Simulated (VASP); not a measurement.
# In2Sb (P6_3/mmc) in VASP: single point with LDA

Aim: the single point of In2Sb with LDA.

Everything below comes from runs of VASP 6.6.1. Logs are shortened: lines on timing, memory, paths and dates and some standing lists are left out, and cuts for length are marked.

### 1 The cell of the first run

It takes space group P6_3/mmc (No. 194, hexagonal). Conventional cell: a = 5.281 Å, b = 5.281 Å, c = 6.317 Å, α = 90.00°, β = 90.00°, γ = 120.00°. Within 4.0 Å of In (site symmetry -6m2) lie 5 Sb at 3.05 to 3.16 Å and 6 In at 3.43 Å. Within 4.2 Å of In (site symmetry -3m) lie 8 In at 3.16 to 3.43 Å and 6 Sb at 3.43 Å. Within 4.0 Å of Sb (site symmetry -6m2) lie 11 In at 3.05 to 3.43 Å.

### 2 Single point, LDA

Contents of INCAR:

```
SYSTEM = In2Sb
  ALGO = Fast
  EDIFF = 1E-7
  ENCUT = 520
  ISIF = 2
  ISMEAR = 0
  LASPH = .TRUE.
  LCHARG = .TRUE.
  LELF = .TRUE.
  LREAL = .FALSE.
  LVHAR = .TRUE.
  LWAVE = .FALSE.
  NBANDS = 40
  NELM = 60
  PREC = Accurate
  SIGMA = 0.1
```

Contents of KPOINTS:

```
k-points
0
G
  12 12 6
  0 0 0
```

Contents of POSCAR:

```
In2Sb
1.0
    5.2809715305      0.0000000000      0.0000000000
   -2.6404857653      4.5734555021      0.0000000000
    0.0000000000      0.0000000000      6.3172460575
In Sb
4 2
Direct
    0.6666666667      0.3333333333      0.2500000000
    0.3333333333      0.6666666667      0.7500000000
    0.0000000000      0.0000000000      0.5000000000
    0.0000000000      0.0000000000      0.0000000000
    0.6666666667      0.3333333333      0.7500000000
    0.3333333333      0.6666666667      0.2500000000
```

Potentials or basis: VASP PAW LDA potentials, release 64 (In_d, Sb).

The run is started by

```bash
$ cat potpaw_LDA.64/In_d/POTCAR potpaw_LDA.64/Sb/POTCAR > POTCAR
$ mpirun -np 1 vasp_std > vasp.out
```

OUTCAR:

```text
SYSTEM = In2Sb
   EDIFF = 1E-7
   ENCUT = 520
   ISIF = 2
   ISMEAR = 0
   LASPH = .TRUE.
   LREAL = .FALSE.
   NELM = 60
   PREC = Accurate

 ion  position               nearest neighbor table
   1  0.667  0.333  0.250-   6 3.05   6 3.05   6 3.05   5 3.16   5 3.16   3 3.43   4 3.43   3 3.43
                             4 3.43   3 3.43   4 3.43
   2  0.333  0.667  0.750-   5 3.05   5 3.05   5 3.05   6 3.16   6 3.16   3 3.43   4 3.43   4 3.43
                             3 3.43   4 3.43   3 3.43
   3  0.000  0.000  0.500-   4 3.16   4 3.16   1 3.43   5 3.43   6 3.43   2 3.43   1 3.43   5 3.43
                             2 3.43   6 3.43   1 3.43   5 3.43   2 3.43   6 3.43
   4  0.000  0.000  0.000-   3 3.16   3 3.16   1 3.43   5 3.43   6 3.43   2 3.43   1 3.43   5 3.43
                             2 3.43   6 3.43   1 3.43   5 3.43   2 3.43   6 3.43
   5  0.667  0.333  0.750-   2 3.05   2 3.05   2 3.05   1 3.16   1 3.16   3 3.43   4 3.43   3 3.43
                             4 3.43   3 3.43   4 3.43
   6  0.333  0.667  0.250-   1 3.05   1 3.05   1 3.05   2 3.16   2 3.16   3 3.43   4 3.43   4 3.43
                             3 3.43   4 3.43   3 3.43

  LATTYP: Found a hexagonal cell.
 ALAT       =     5.2809715305
 C/A-ratio  =     1.1962280086

  Lattice vectors:

 A1 = (   5.2809715305,   0.0000000000,   0.0000000000)
 A2 = (  -2.6404857653,   4.5734555021,   0.0000000000)
 A3 = (   0.0000000000,   0.0000000000,   6.3172460575)

Analysis of symmetry for initial positions (statically):
=====================================================================
 Subroutine PRICEL returns:
 Original cell was already a primitive cell.

 Routine SETGRP: Setting up the symmetry group for a
 hexagonal supercell.

 Subroutine GETGRP returns: Found 24 space group operations
 (whereof 12 operations were pure point group operations)
 out of a pool of 24 trial point group operations.

The static configuration has the point symmetry D_3d.
 The point group associated with its full space group is D_6h.

Analysis of symmetry for dynamics (positions and initial velocities):
=====================================================================
 Subroutine PRICEL returns:
 Original cell was already a primitive cell.

 Routine SETGRP: Setting up the symmetry group for a
 hexagonal supercell.

 Subroutine GETGRP returns: Found 24 space group operations
 (whereof 12 operations were pure point group operations)
 out of a pool of 24 trial point group operations.

The dynamic configuration has the point symmetry D_3d.
 The point group associated with its full space group is D_6h.

 Subroutine INISYM returns: Found 24 space group operations
 (whereof 12 operations are pure point group operations),
 and found     1 'primitive' translations

----------------------------------------------------------------------------------------

                                     Primitive cell

  volume of cell :     152.5759

  direct lattice vectors                    reciprocal lattice vectors
     5.280971530  0.000000000  0.000000000     0.189359097  0.109326526  0.000000000
    -2.640485765  4.573455502  0.000000000     0.000000000  0.218653051  0.000000000
     0.000000000  0.000000000  6.317246058     0.000000000  0.000000000  0.158296826

  length of vectors
     5.280971530  5.280971531  6.317246058     0.218653051  0.218653051  0.158296826

  position of ions in fractional coordinates (direct lattice)
     0.666666667  0.333333333  0.250000000
     0.333333333  0.666666667  0.750000000
     0.000000000  0.000000000  0.500000000
     0.000000000  0.000000000  0.000000000
     0.666666667  0.333333333  0.750000000
     0.333333333  0.666666667  0.250000000

  ion indices of the primitive-cell ions
   primitive index   ion index
                 1           1
                 2           2
                 3           3
                 4           4
                 5           5
                 6           6

----------------------------------------------------------------------------------------

 KPOINTS: k-points

Automatic generation of k-mesh.
 Grid dimensions read from file:
 generate k-points for:   12   12    6

 Generating k-lattice:

  Cartesian coordinates                     Fractional coordinates (reciprocal lattice)
     0.015779925  0.009110544  0.000000000     0.083333333 -0.000000000  0.000000000
     0.000000000  0.018221088  0.000000000     0.000000000  0.083333333  0.000000000
     0.000000000  0.000000000  0.026382804     0.000000000  0.000000000  0.166666667

  Length of vectors
     0.018221088  0.018221088  0.026382804

  Shift w.r.t. Gamma in fractional coordinates (k-lattice)
     0.000000000  0.000000000  0.000000000

 Subroutine IBZKPT returns following result:
 ===========================================

 Found     76 irreducible k-points:

 Following reciprocal coordinates:
            Coordinates               Weight
  0.000000  0.000000  0.000000      1.000000
  0.083333  0.000000  0.000000      6.000000
  0.166667  0.000000  0.000000      6.000000
  0.250000  0.000000  0.000000      6.000000
  0.333333  0.000000  0.000000      6.000000
  0.416667  0.000000  0.000000      6.000000
[... 16 lines left out ...]
  0.250000  0.000000  0.166667     12.000000
  0.333333  0.000000  0.166667     12.000000
 [... further k-points ...]
   k-points           NKPTS =     76   k-points in BZ     NKDIM =     76   number of bands    NBANDS=     40
   number of dos      NEDOS =    301   number of ions     NIONS =      6
   total plane-waves  NPLWV =  76800
   dimension x,y,z NGX =    40 NGY =   40 NGZ =   48
   dimension x,y,z NGXF=    80 NGYF=   80 NGZF=   96
   ions per type =               4   2
   NGX,Y,Z   is equivalent  to a cutoff of  12.59, 12.59, 12.63 a.u.
   NGXF,Y,Z  is equivalent  to a cutoff of  25.18, 25.18, 25.26 a.u.
 SYSTEM =  In2Sb
   PREC   = accura    normal or accurate (medium, high low for compatibility)
   ISTART =      0    job   : 0-new  1-cont  2-samecut
   ICHARG =      2    charge: 1-file 2-atom 10-const
   ISPIN  =      1    spin polarized calculation?
   LNONCOLLINEAR =      F non collinear calculations
   LSORBIT =      F    spin-orbit coupling
   LASPH  =      T    aspherical Exc in radial PAW
   ENCUT  =  520.0 eV  38.22 Ry    6.18 a.u.   9.82  9.82 11.75*2*pi/ulx,y,z
   NELM   =     60;   NELMIN=  2; NELMDL= -5     # of ELM steps
   EDIFF  = 0.1E-06   stopping-criterion for ELM
   LREAL  =      F    real-space projection
   EDIFFG = 0.1E-05   stopping-criterion for IOM
   NSW    =      0    number of steps for IOM
   IBRION =     -1    ionic relax: 0-MD 1-quasi-New 2-CG
   NFREE  =      0    steps in history (QN), initial steepest desc. (CG)
   ISIF   =      2    stress and relaxation
   ISYM   =      2    0-nonsym 1-usesym 2-fastsym
   POTIM  = 0.5000    time-step for ionic-motion
   TEBEG  =    0.0;   TEEND  =   0.0 temperature during run
   PSTRESS=    0.0 pullay stress
   NELECT =      62.0000    total number of electrons
   NUPDOWN=      -1.0000    fix difference up-down
   EMIN   =  10.00;   EMAX   =-10.00  energy-range for DOS
   EFERMI =   0.00;   METHOD = LEGACY
   ISMEAR =     0;   SIGMA  =   0.10  broadening in eV -4-tet -1-fermi 0-gaus
   EFERMI_NEDOS =   21; number of points for ismear=-14 and -15
   IALGO  =     68    algorithm
   IMIX   =      4    mixing-type and parameters
     AMIX     =   0.40;   BMIX     =  1.00
     AMIX_MAG =   1.60;   BMIX_MAG =  1.00
  volume/ion in A,a.u.               =      25.43       171.61
  Fermi-wavevector in a.u.,A,eV,Ry     =   1.212579  2.291442 20.005296  1.470348
  Thomas-Fermi vector in A             =   2.348058
   LORBIT       =      0    0 simple, 1 ext, 2 COOP (PROOUT), +10 PAW based schemes
   GGA     = CA    functional components
   LHFCALC =     F    Hartree Fock is set to
   AEXX    =    0.0000 exact exchange contribution
   IVDW    =     0    specifies the selected vdW correction
   LEPSILON=     F    determine dielectric tensor
   LRPA    =     F    only Hartree local field effects (RPA)
 non-spin polarized calculation
 RMM-DIIS sequential band-by-band and
 Gauss-broadening in eV      SIGMA  =   0.10
  energy-cutoff  :      520.00
  volume of cell :      152.58
 maximum number of plane-waves:      4132
 NGX is ok and might be reduce to    40
   NGX = 19   NGY = 19   NGZ = 23

 number of electron      62.0000007 magnetization

 Free energy of the ion-electron system (eV)
  ---------------------------------------------------
  ext. energy  EPLUGINS =         0.00000000
  ---------------------------------------------------
  free energy    TOTEN  =       -22.51237582 eV

  energy without entropy =      -22.49989411  energy(sigma->0) =      -22.50613497

 E-fermi :   8.0285     XC(G=0): -10.6338

 val. band max:        8.0252612701   @ k =   0.0833   0.0000   0.0000
 cond. band min:       8.0559752056   @ k =   0.4167   0.1667   0.1667
 fundamental gap:      0.0307139355
 Fermi energy:         8.0285499715

 k-point     1 :       0.0000    0.0000    0.0000
  band No.  band energies     occupation
      1      -6.7361      2.00000
      2      -6.6871      2.00000
      3      -6.6871      2.00000
      4      -6.6115      2.00000
      5      -6.6115      2.00000
      6      -6.5791      2.00000
[... 32 lines left out ...]
     39      10.6340      0.00000
     40      12.6456      0.00000

 k-point     2 :       0.0833    0.0000    0.0000
  band No.  band energies     occupation
      1      -6.7353      2.00000
      2      -6.6905      2.00000
      3      -6.6840      2.00000
      4      -6.6086      2.00000
      5      -6.6060      2.00000
      6      -6.5711      2.00000
[... 935 lines left out ...]
     39      11.8866      0.00000
     40      13.2183      0.00000

 k-point    24 :       0.3333    0.0000    0.1667
  band No.  band energies     occupation
      1      -6.7019      2.00000
      2      -6.6747      2.00000
      3      -6.6470      2.00000
      4      -6.5930      2.00000
      5      -6.5759      2.00000
      6      -6.5467      2.00000
[... 32 lines left out ...]
     39      12.6444      0.00000
     40      13.1139      0.00000

 [... further k-points ...]

------------------------ aborting loop because EDIFF is reached ----------------------------------------

  FORCE on cell =-STRESS in cart. coord.  units (eV):
  Direction    XX          YY          ZZ          XY          YZ          ZX
  --------------------------------------------------------------------------------------
  -------------------------------------------------------------------------------------
  Total        0.0732420      0.0732420      0.0062924     -0.0000000      0.0000000      0.0000000
  in kB        0.7691036      0.7691036      0.0660753     -0.0000000      0.0000000      0.0000000
  external PRESSURE =       0.5347609 kB  Pullay stress =       0.0000000 kB

 VOLUME and BASIS-vectors are now :
 -----------------------------------------------------------------------------
  energy-cutoff  :      520.00
  volume of cell :      152.58
      direct lattice vectors                 reciprocal lattice vectors
     5.280971530  0.000000000  0.000000000     0.189359097  0.109326526  0.000000000
    -2.640485765  4.573455502  0.000000000     0.000000000  0.218653051  0.000000000
     0.000000000  0.000000000  6.317246058     0.000000000  0.000000000  0.158296826

 POSITION                                       TOTAL-FORCE (eV/Angst)
 -----------------------------------------------------------------------------------
      2.64049      1.52449      1.57931        -0.000000      0.000000      0.000000
     -0.00000      3.04897      4.73793         0.000000     -0.000000      0.000000
      0.00000      0.00000      3.15862        -0.000000      0.000000      0.000000
      0.00000      0.00000      0.00000        -0.000000      0.000000      0.000000
      2.64049      1.52449      4.73793        -0.000000      0.000000      0.000000
     -0.00000      3.04897      1.57931         0.000000     -0.000000      0.000000
 -----------------------------------------------------------------------------------
    total drift:                                0.000000     -0.000000      0.000000

  FREE ENERGIE OF THE ION-ELECTRON SYSTEM (eV)
  ---------------------------------------------------
  free  energy   TOTEN  =       -22.5123758165 eV

  energy  without entropy=      -22.4998941136  energy(sigma->0) =      -22.50613497
```

Wall time 14 min (1 thread of Intel Xeon Platinum 8259CL at 2.50GHz (Skylake/Cascade Lake), shared host); peak memory 0.46 GiB.

What came out:

```yaml
Free_energy: -22.5124 eV
Pressure: 0.1 GPa
Band_gap_on_the_k_mesh: zero (bands 31 and 32 overlap by 2.37 eV)
```

Levels at points of the mesh, in eV from the Fermi level:
```csv
k point,band 29,band 30,band 31,band 32,band 33,band 34
"(0.00, 0.00, 0.00)",-2.04,-1.24,-0.78,-0.30,-0.30,0.31
"(0.50, 0.00, 0.00)",-1.63,-1.59,-1.29,1.38,1.66,2.26
"(0.00, 0.00, 0.50)",-2.03,-2.03,-0.88,-0.88,-0.45,-0.45
"(0.50, 0.00, 0.50)",-0.27,-0.27,0.83,0.83,2.82,2.82
```

Caveat: spin-orbit coupling is left out, which moves the levels of the heavy elements.

The gap in the log of VASP goes by the Fermi energy; the results here count the filled bands.